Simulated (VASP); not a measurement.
# Mo3S in VASP: notebook

Runs on Mo3S. Level: PBE. Tasks: single point.

All numbers are computed with VASP 6.6.1; they aren't measurements. Logs are shortened: lines on timing, memory, paths and dates and some standing lists are left out, and cuts for length are marked.

### 1 The cell of the first run

The cell holds a slab with vacuum, 4 atoms: a = 2.737 Å, b = 2.737 Å, c = 19.808 Å, α = 90.00°, β = 90.00°, γ = 109.47°.

### 2 Single point, PBE

File INCAR:

```
SYSTEM = Mo3S
ALGO = Normal ; DIPOL = 0.5 0.5 0.368
EDIFF = 1E-7 ; ENCUT = 520
GGA = PE ; IDIPOL = 3
ISIF = 2 ; ISMEAR = 0
LASPH = .True. ; LCHARG = .False.
LDIPOL = .True. ; LREAL = .False.
LWAVE = .False. ; NBANDS = 32
NELM = 100 ; PREC = Accurate
SIGMA = 0.1
```

File KPOINTS:

```
k-points
0
Gamma
  10 10 1
  0 0 0
```

File POSCAR:

```
Mo3S
1.0
    2.7370454664      0.0000000000      0.0000000000
   -0.9123484888      2.5805112129      0.0000000000
    0.0000000000      0.0000000000     19.8082440452
Mo S
3 1
Direct
    0.5000000000      0.5000000000      0.2019361227
    0.0000000000      0.0000000000      0.3106875856
    0.5000000000      0.5000000000      0.4194336472
    0.5000000000      0.5000000000      0.5402521438
```

Potentials or basis: VASP PAW PBE potentials, release 64 (Mo_sv, S).

Launch:

```bash
$ cat potpaw_PBE.64/Mo_sv/POTCAR potpaw_PBE.64/S/POTCAR > POTCAR
$ mpirun -np 1 vasp_std > vasp.out
```

OUTCAR:

```text
SYSTEM = Mo3S
   EDIFF = 1E-7
   ENCUT = 520
   GGA = PE
   ISIF = 2
   ISMEAR = 0
   LASPH = .True.
   LREAL = .False.
   NELM = 100
   PREC = Accurate

 ion  position               nearest neighbor table
   1  0.500  0.500  0.202-   2 2.67   2 2.67   2 3.10   2 3.10
   2  0.000  0.000  0.311-   3 2.67   3 2.67   1 2.67   1 2.67   3 3.10   3 3.10   1 3.10   1 3.10

   3  0.500  0.500  0.419-   4 2.39   2 2.67   2 2.67   2 3.10   2 3.10
   4  0.500  0.500  0.540-   3 2.39

  LATTYP: Found a base centered orthorhombic cell.
 ALAT       =     3.1604678736
 B/A-ratio  =     1.4142135624
 C/A-ratio  =     6.2675036854

  Lattice vectors:

 A1 = (   2.7370454664,   0.0000000000,   0.0000000000)
 A2 = (  -0.9123484888,   2.5805112129,   0.0000000000)
 A3 = (   0.0000000000,   0.0000000000,  19.8082440452)

Analysis of symmetry for initial positions (statically):
=====================================================================
 Subroutine PRICEL returns:
 Original cell was already a primitive cell.

 Routine SETGRP: Setting up the symmetry group for a
 base centered orthorhombic supercell.

 Subroutine GETGRP returns: Found  4 space group operations
 (whereof  4 operations were pure point group operations)
 out of a pool of  8 trial point group operations.

The static configuration has the point symmetry C_2v.

Analysis of symmetry for dynamics (positions and initial velocities):
=====================================================================
 Subroutine PRICEL returns:
 Original cell was already a primitive cell.

 Routine SETGRP: Setting up the symmetry group for a
 base centered orthorhombic supercell.

 Subroutine GETGRP returns: Found  4 space group operations
 (whereof  4 operations were pure point group operations)
 out of a pool of  8 trial point group operations.

The dynamic configuration has the point symmetry C_2v.

 Subroutine INISYM returns: Found  4 space group operations
 (whereof  4 operations are pure point group operations),
 and found     1 'primitive' translations

----------------------------------------------------------------------------------------

                                     Primitive cell

  volume of cell :     139.9052

  direct lattice vectors                    reciprocal lattice vectors
     2.737045466  0.000000000  0.000000000     0.365357467  0.129173371  0.000000000
    -0.912348489  2.580511213  0.000000000     0.000000000  0.387520114  0.000000000
     0.000000000  0.000000000 19.808244045     0.000000000  0.000000000  0.050484031

  length of vectors
     2.737045466  2.737045466 19.808244045     0.387520114  0.387520114  0.050484031

  position of ions in fractional coordinates (direct lattice)
     0.500000000  0.500000000  0.201936123
     0.000000000  0.000000000  0.310687586
     0.500000000  0.500000000  0.419433647
     0.500000000  0.500000000  0.540252144

  ion indices of the primitive-cell ions
   primitive index   ion index
                 1           1
                 2           2
                 3           3
                 4           4

----------------------------------------------------------------------------------------

 KPOINTS: k-points

Automatic generation of k-mesh.
 Grid dimensions read from file:
 generate k-points for:   10   10    1

 Generating k-lattice:

  Cartesian coordinates                     Fractional coordinates (reciprocal lattice)
     0.036535747  0.012917337  0.000000000     0.100000000 -0.000000000  0.000000000
     0.000000000  0.038752011  0.000000000     0.000000000  0.100000000  0.000000000
     0.000000000  0.000000000  0.050484031     0.000000000  0.000000000  1.000000000

  Length of vectors
     0.038752011  0.038752011  0.050484031

  Shift w.r.t. Gamma in fractional coordinates (k-lattice)
     0.000000000  0.000000000  0.000000000

 Subroutine IBZKPT returns following result:
 ===========================================

 Found     31 irreducible k-points:

 Following reciprocal coordinates:
            Coordinates               Weight
  0.000000  0.000000  0.000000      1.000000
  0.100000  0.000000  0.000000      4.000000
  0.200000  0.000000  0.000000      4.000000
  0.300000 -0.000000  0.000000      4.000000
  0.400000  0.000000  0.000000      4.000000
  0.500000  0.000000  0.000000      2.000000
[... 16 lines left out ...]
  0.300000  0.300000  0.000000      2.000000
  0.400000  0.300000  0.000000      4.000000
 [... further k-points ...]
   k-points           NKPTS =     31   k-points in BZ     NKDIM =     31   number of bands    NBANDS=     32
   number of dos      NEDOS =    301   number of ions     NIONS =      4
   total plane-waves  NPLWV =  60000
   dimension x,y,z NGX =    20 NGY =   20 NGZ =  150
   dimension x,y,z NGXF=    40 NGYF=   40 NGZF=  300
   ions per type =               3   1
   NGX,Y,Z   is equivalent  to a cutoff of  12.15, 12.15, 12.59 a.u.
   NGXF,Y,Z  is equivalent  to a cutoff of  24.30, 24.30, 25.18 a.u.
 SYSTEM =  Mo3S
   PREC   = accura    normal or accurate (medium, high low for compatibility)
   ISTART =      0    job   : 0-new  1-cont  2-samecut
   ICHARG =      2    charge: 1-file 2-atom 10-const
   ISPIN  =      1    spin polarized calculation?
   LNONCOLLINEAR =      F non collinear calculations
   LSORBIT =      F    spin-orbit coupling
   LASPH  =      T    aspherical Exc in radial PAW
   ENCUT  =  520.0 eV  38.22 Ry    6.18 a.u.   5.09  5.09 36.83*2*pi/ulx,y,z
   NELM   =    100;   NELMIN=  2; NELMDL= -5     # of ELM steps
   EDIFF  = 0.1E-06   stopping-criterion for ELM
   LREAL  =      F    real-space projection
   EDIFFG = 0.1E-05   stopping-criterion for IOM
   NSW    =      0    number of steps for IOM
   IBRION =     -1    ionic relax: 0-MD 1-quasi-New 2-CG
   NFREE  =      0    steps in history (QN), initial steepest desc. (CG)
   ISIF   =      2    stress and relaxation
   ISYM   =      2    0-nonsym 1-usesym 2-fastsym
   POTIM  = 0.5000    time-step for ionic-motion
   TEBEG  =    0.0;   TEEND  =   0.0 temperature during run
   PSTRESS=    0.0 pullay stress
   NELECT =      48.0000    total number of electrons
   NUPDOWN=      -1.0000    fix difference up-down
   EMIN   =  10.00;   EMAX   =-10.00  energy-range for DOS
   EFERMI =   0.00;   METHOD = LEGACY
   ISMEAR =     0;   SIGMA  =   0.10  broadening in eV -4-tet -1-fermi 0-gaus
   EFERMI_NEDOS =   21; number of points for ismear=-14 and -15
   IALGO  =     38    algorithm
   IMIX   =      4    mixing-type and parameters
     AMIX     =   0.40;   BMIX     =  1.00
     AMIX_MAG =   1.60;   BMIX_MAG =  1.00
  volume/ion in A,a.u.               =      34.98       236.03
  Fermi-wavevector in a.u.,A,eV,Ry     =   1.146069  2.165756 17.870892  1.313474
  Thomas-Fermi vector in A             =   2.282755
   LORBIT       =      0    0 simple, 1 ext, 2 COOP (PROOUT), +10 PAW based schemes
   GGA     = PE    functional components
   LHFCALC =     F    Hartree Fock is set to
   AEXX    =    0.0000 exact exchange contribution
   IVDW    =     0    specifies the selected vdW correction
   LEPSILON=     F    determine dielectric tensor
   LRPA    =     F    only Hartree local field effects (RPA)
 non-spin polarized calculation
 Gauss-broadening in eV      SIGMA  =   0.10
  energy-cutoff  :      520.00
  volume of cell :      139.91
 maximum number of plane-waves:      3806
   NGX = 11   NGY = 11   NGZ = 73

 dipolmoment           0.000000      0.000000     -0.007631 electrons x Angstroem

 number of electron      47.9999993 magnetization

 dipolmoment           0.000000      0.000000      0.031826 electrons x Angstroem

 Free energy of the ion-electron system (eV)
  ---------------------------------------------------
  ext. energy  EPLUGINS =         0.00000000
  ---------------------------------------------------
  free energy    TOTEN  =       -34.84283169 eV

  energy without entropy =      -34.81716933  energy(sigma->0) =      -34.83000051

 E-fermi :   2.3207     XC(G=0):  -6.6424

 val. band max:        2.3175052394   @ k =   0.5000   0.5000   0.0000
 cond. band min:       2.3280848619   @ k =   0.4000   0.1000   0.0000
 fundamental gap:      0.0105796225
 Fermi energy:         2.3206509717

 k-point     1 :       0.0000    0.0000    0.0000
  band No.  band energies     occupation
      1     -58.8469      2.00000
      2     -58.6492      2.00000
      3     -58.5780      2.00000
      4     -33.4228      2.00000
      5     -32.8355      2.00000
      6     -32.5436      2.00000
[... 24 lines left out ...]
     31       4.5307      0.00000
     32       4.5542      0.00000

 k-point     2 :       0.1000    0.0000    0.0000
  band No.  band energies     occupation
      1     -58.8299      2.00000
      2     -58.6372      2.00000
      3     -58.5709      2.00000
      4     -33.3935      2.00000
      5     -32.8769      2.00000
      6     -32.5437      2.00000
[... 24 lines left out ...]
     31       4.4464      0.00000
     32       4.8294      0.00000

 k-point     3 :       0.2000    0.0000    0.0000
  band No.  band energies     occupation
      1     -58.7841      2.00000
      2     -58.6055      2.00000
      3     -58.5534      2.00000
      4     -33.3201      2.00000
      5     -33.0149      2.00000
      6     -32.5988      2.00000
[... 24 lines left out ...]
     31       4.6836      0.00000
     32       4.9656      0.00000

 k-point     4 :       0.3000   -0.0000    0.0000
  band No.  band energies     occupation
      1     -58.7239      2.00000
      2     -58.5660      2.00000
      3     -58.5347      2.00000
      4     -33.2664      2.00000
      5     -33.2359      2.00000
      6     -32.8207      2.00000
[... 24 lines left out ...]
     31       4.8254      0.00000
     32       5.1079      0.00000

 k-point     5 :       0.4000    0.0000    0.0000
  band No.  band energies     occupation
      1     -58.6703      2.00000
      2     -58.5338      2.00000
      3     -58.5239      2.00000
      4     -33.4375      2.00000
      5     -33.3282      2.00000
      6     -33.0476      2.00000
[... 584 lines left out ...]
     31       4.4719      0.00000
     32       5.4879      0.00000

 k-point    22 :      -0.2000    0.2000    0.0000
  band No.  band energies     occupation
      1     -58.7624      2.00000
      2     -58.5753      2.00000
      3     -58.5140      2.00000
      4     -33.3013      2.00000
      5     -32.8331      2.00000
      6     -32.7212      2.00000
[... 24 lines left out ...]
     31       4.3747      0.00000
     32       5.3043      0.00000

 k-point    23 :       0.3000    0.3000    0.0000
  band No.  band energies     occupation
      1     -58.6173      2.00000
      2     -58.4902      2.00000
      3     -58.4888      2.00000
      4     -33.2489      2.00000
      5     -33.1456      2.00000
      6     -33.0595      2.00000
[... 24 lines left out ...]
     31       5.3672      0.00000
     32       7.1807      0.00000

 k-point    24 :       0.4000    0.3000    0.0000
  band No.  band energies     occupation
      1     -58.6063      2.00000
      2     -58.4677      2.00000
      3     -58.4547      2.00000
      4     -33.3087      2.00000
      5     -33.1760      2.00000
      6     -33.1451      2.00000
[... 24 lines left out ...]
     31       6.0106      0.00000
     32       8.6977      0.00000

 [... further k-points ...]

------------------------ aborting loop because EDIFF is reached ----------------------------------------

 vacuum level on the upper side and lower side of the slab       (xc-potential included)         0.247        -0.592

  FORCE on cell =-STRESS in cart. coord.  units (eV):
  Direction    XX          YY          ZZ          XY          YZ          ZX
  --------------------------------------------------------------------------------------
  -------------------------------------------------------------------------------------
  Total       -2.4162874     -1.3258325      1.0267729      1.5421360      0.0000000      0.0000000
  in kB      -27.6710363    -15.1832771     11.7584819     17.6603584      0.0000000      0.0000000
  external PRESSURE =     -10.3652772 kB  Pullay stress =       0.0000000 kB

 VOLUME and BASIS-vectors are now :
 -----------------------------------------------------------------------------
  energy-cutoff  :      520.00
  volume of cell :      139.91
      direct lattice vectors                 reciprocal lattice vectors
     2.737045466  0.000000000  0.000000000     0.365357467  0.129173371  0.000000000
    -0.912348489  2.580511213  0.000000000     0.000000000  0.387520114  0.000000000
     0.000000000  0.000000000 19.808244045     0.000000000  0.000000000  0.050484031

 POSITION                                       TOTAL-FORCE (eV/Angst)
 -----------------------------------------------------------------------------------
      0.91235      1.29026      4.00000        -0.000000      0.000000      0.130764
      0.00000      0.00000      6.15418         0.000000      0.000000     -0.748419
      0.91235      1.29026      8.30824         0.000000      0.000000      0.617536
      0.91235      1.29026     10.70145         0.000000      0.000000      0.000118
 -----------------------------------------------------------------------------------
    total drift:                               -0.000000     -0.000000     -0.000004

  FREE ENERGIE OF THE ION-ELECTRON SYSTEM (eV)
  ---------------------------------------------------
  free  energy   TOTEN  =       -34.8428316934 eV

  energy  without entropy=      -34.8171693349  energy(sigma->0) =      -34.83000051

 vacuum level on the upper side and lower side of the slab         7.586         6.720
```

Run time: 3.4 min. Hardware: 1 thread of AMD EPYC 7R43 (Zen 3), shared host; peak memory 0.26 GiB.

What came out:

```yaml
Free_energy: -34.8428 eV
Largest_force: 0.748 eV/Å
Band_gap_on_the_k_mesh: zero (band 24 reaches 3.21 eV, above the bottom of band 25 at 1.74 eV)
```

Forces in eV/Å, atoms in the order of the input:
```
Mo   0.000  0.000  0.131
Mo   0.000  0.000 -0.748
Mo   0.000  0.000  0.618
S    0.000  0.000  0.000
```

Levels at points of the mesh, in eV from the Fermi level:
| k point | band 20 | band 21 | band 22 | band 23 | band 24 | band 25 | band 26 | band 27 | band 28 | band 29 |
| --- | --- | --- | --- | --- | --- | --- | --- | --- | --- | --- |
| (0.00, 0.00, 0.00) | -1.42 | -1.24 | -0.88 | -0.79 | 0.87 | 1.01 | 1.36 | 1.43 | 1.49 | 1.79 |
| (0.50, 0.00, 0.00) | -2.48 | -2.33 | -0.39 | 0.35 | 0.89 | 1.46 | 1.68 | 2.15 | 2.29 | 2.37 |
| (0.50, 0.50, 0.00) | -2.61 | -1.94 | -1.76 | 0.00 | 0.35 | 1.15 | 1.80 | 2.91 | 2.93 | 3.85 |

### 3 Single point, PBE

File INCAR:

```
PREC = Accurate ; ENCUT = 520
EDIFF = 1E-6 ; ISMEAR = 0
SIGMA = 0.1 ; LREAL = F
LASPH = T ; NELM = 80
ALGO = Normal ; ISIF = 2
LWAVE = F ; LCHARG = F
LDIPOL = T ; IDIPOL = 3
DIPOL = 0.5 0.5 0.361 ; GGA = PE
NBANDS = 32
```

File KPOINTS:

```
Automatic mesh
0
Gamma
  10 10 1
```

POSCAR: that of step 2 with these lines changed.

```diff
@@ -11,2 +11,2 @@
     0.5000000000      0.5000000000      0.4194336472
-    0.5000000000      0.5000000000      0.5402521438
+    1.0000000000      1.0000000000      0.5129507054
```

Potentials or basis: VASP PAW PBE potentials, release 64 (Mo_sv, S).

Launch:

```bash
$ cat potpaw_PBE.64/Mo_sv/POTCAR potpaw_PBE.64/S/POTCAR > POTCAR
$ mpirun -np 1 vasp_std > vasp.out
```

OUTCAR:

```text
PREC = Accurate
   ENCUT = 520
   EDIFF = 1E-6
   ISMEAR = 0
   LREAL = F
   LASPH = T
   NELM = 80
   ISIF = 2
   GGA = PE

 ion  position               nearest neighbor table
   1  0.500  0.500  0.202-   2 2.67   2 2.67   2 3.10   2 3.10
   2  0.000  0.000  0.311-   3 2.67   3 2.67   1 2.67   1 2.67   3 3.10   3 3.10   1 3.10   1 3.10

   3  0.500  0.500  0.419-   4 2.43   4 2.43   2 2.67   2 2.67   4 2.90   4 2.90   2 3.10   2 3.10

   4  0.000  0.000  0.513-   3 2.43   3 2.43   3 2.90   3 2.90

  LATTYP: Found a base centered orthorhombic cell.
 ALAT       =     3.1604678736
 B/A-ratio  =     1.4142135624
 C/A-ratio  =     6.2675036854

  Lattice vectors:

 A1 = (   2.7370454664,   0.0000000000,   0.0000000000)
 A2 = (  -0.9123484888,   2.5805112129,   0.0000000000)
 A3 = (   0.0000000000,   0.0000000000,  19.8082440452)

Analysis of symmetry for initial positions (statically):
=====================================================================
 Subroutine PRICEL returns:
 Original cell was already a primitive cell.

 Routine SETGRP: Setting up the symmetry group for a
 base centered orthorhombic supercell.

[... 179 lines left out ...]
 Fermi energy:         2.7569784927

 k-point     1 :       0.0000    0.0000    0.0000
  band No.  band energies     occupation
      1     -58.8596      2.00000
      2     -58.5360      2.00000
      3     -58.2718      2.00000
      4     -33.3617      2.00000
      5     -32.7616      2.00000
      6     -32.5814      2.00000
[... 829 lines left out ...]
     31       5.9176      0.00000
     32       8.9504      0.00000

 [... further k-points ...]

------------------------ aborting loop because EDIFF is reached ----------------------------------------

 vacuum level on the upper side and lower side of the slab       (xc-potential included)        -0.291        -0.049

  FORCE on cell =-STRESS in cart. coord.  units (eV):
  Direction    XX          YY          ZZ          XY          YZ          ZX
  --------------------------------------------------------------------------------------
  -------------------------------------------------------------------------------------
  Total        2.4995211      1.6779654      2.0313879     -1.1618552      0.0000000      0.0000000
  in kB       28.6242190     19.2158603     23.2632135    -13.3054284      0.0000000      0.0000000
  external PRESSURE =      23.7010976 kB  Pullay stress =       0.0000000 kB

 VOLUME and BASIS-vectors are now :
 -----------------------------------------------------------------------------
  energy-cutoff  :      520.00
  volume of cell :      139.91
      direct lattice vectors                 reciprocal lattice vectors
     2.737045466  0.000000000  0.000000000     0.365357467  0.129173371  0.000000000
    -0.912348489  2.580511213  0.000000000     0.000000000  0.387520114  0.000000000
     0.000000000  0.000000000 19.808244045     0.000000000  0.000000000  0.050484031

 POSITION                                       TOTAL-FORCE (eV/Angst)
 -----------------------------------------------------------------------------------
      0.91235      1.29026      4.00000         0.000000      0.000000      0.098241
      0.00000      0.00000      6.15418         0.000000      0.000000     -1.153235
      0.91235      1.29026      8.30824         0.000000      0.000000      1.057365
      0.00000      0.00000     10.16065         0.000000      0.000000     -0.002370
 -----------------------------------------------------------------------------------
    total drift:                               -0.000000     -0.000000      0.000611

  FREE ENERGIE OF THE ION-ELECTRON SYSTEM (eV)
  ---------------------------------------------------
  free  energy   TOTEN  =       -35.1479293866 eV

  energy  without entropy=      -35.1245670232  energy(sigma->0) =      -35.13624820

 vacuum level on the upper side and lower side of the slab         7.035         7.260
```

stdout:

```text
POSCAR found type information on POSCAR MoS
 POSCAR found :  2 types and       4 ions
 scaLAPACK will be used
 LDA part: xc-table for (Slater+PW92), standard interpolation
 POSCAR, INCAR and KPOINTS ok, starting setup
 FFT: planning ... GRIDC
 FFT: planning ... GRID_SOFT
 FFT: planning ... GRID
 WAVECAR not read
 entering main loop
```

Wall time 3.7 min (1 thread of AMD EPYC 7R43 (Zen 3), shared host); peak memory 0.26 GiB.

Results:

* Free energy: -35.1479 eV
* Largest force: 1.153 eV/Å
* Band gap on the k mesh: zero (band 24 reaches 3.58 eV, above the bottom of band 25 at 2.22 eV)

Forces in eV/Å, atoms in the order of the input:
```
Mo   0.000  0.000  0.098
Mo   0.000  0.000 -1.153
Mo   0.000  0.000  1.057
S    0.000  0.000 -0.002
```

Levels at points of the mesh, in eV from the Fermi level:
| k point | band 21 | band 22 | band 23 | band 24 | band 25 | band 26 | band 27 | band 28 |
| --- | --- | --- | --- | --- | --- | --- | --- | --- |
| (0.00, 0.00, 0.00) | -1.65 | -1.42 | -1.28 | -0.26 | 0.39 | 0.90 | 1.15 | 1.19 |
| (0.50, 0.00, 0.00) | -1.88 | -1.17 | 0.36 | 0.82 | 1.18 | 1.21 | 1.58 | 1.58 |
| (0.50, 0.50, 0.00) | -2.48 | -1.12 | 0.09 | 0.24 | 0.37 | 1.19 | 2.75 | 2.83 |
